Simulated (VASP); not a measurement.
# BaTiO3: single point with r2SCAN

BaTiO3:

```
CELL_PARAMETERS angstrom
3.98734 0.00000 0.00000
0.00000 3.98734 0.00000
0.00000 0.00000 3.98734
ATOMIC_POSITIONS crystal
Ba 0.50000 0.50000 0.50000
Ti 0.00000 0.00000 0.00000
O 0.50000 0.00000 0.00000
O 0.00000 0.50000 0.00000
O 0.00000 0.00000 0.50000
```

| Item | Value |
| --- | --- |
| Program | VASP 6.6.1 |
| Task | single point |
| Functional | r2SCAN |
| Potentials or basis | VASP PAW PBE potentials, release 64 (Ba_sv, Ti_sv, O) |
| Cutoff | 520 eV |
| k mesh | 8 × 8 × 8 |
| Occupations | gaussian, width 0.02 eV |
| Spin | no spin polarisation |

```json
{"Pressure": "2.9 GPa", "Band gap on the k mesh": "2.16 eV (least direct gap 2.31 eV)"}
```

Levels at points of the mesh, in eV from the valence-band top:
```csv
k point,band 18,band 19,band 20,band 21,band 22,band 23
"(0.00, 0.00, 0.00)",-0.15,-0.15,-0.15,2.16,2.16,2.16
"(0.50, 0.00, 0.00)",-1.84,-0.75,-0.75,2.32,3.91,3.91
"(0.50, 0.50, 0.00)",-0.88,-0.88,-0.09,3.92,3.92,4.37
"(0.50, 0.50, 0.50)",0.00,0.00,0.00,4.62,4.62,4.62
```

It took 94 s on 1 thread of Intel(R) Xeon(R) 6975P-C (Granite Rapids), on a shared host, peak memory 0.21 GiB.

Caveat: the PAW data sets were made with another functional, which shifts forces and pressure a little; spin-orbit coupling is left out, which moves the levels of the heavy elements. A k mesh can miss the band edges.
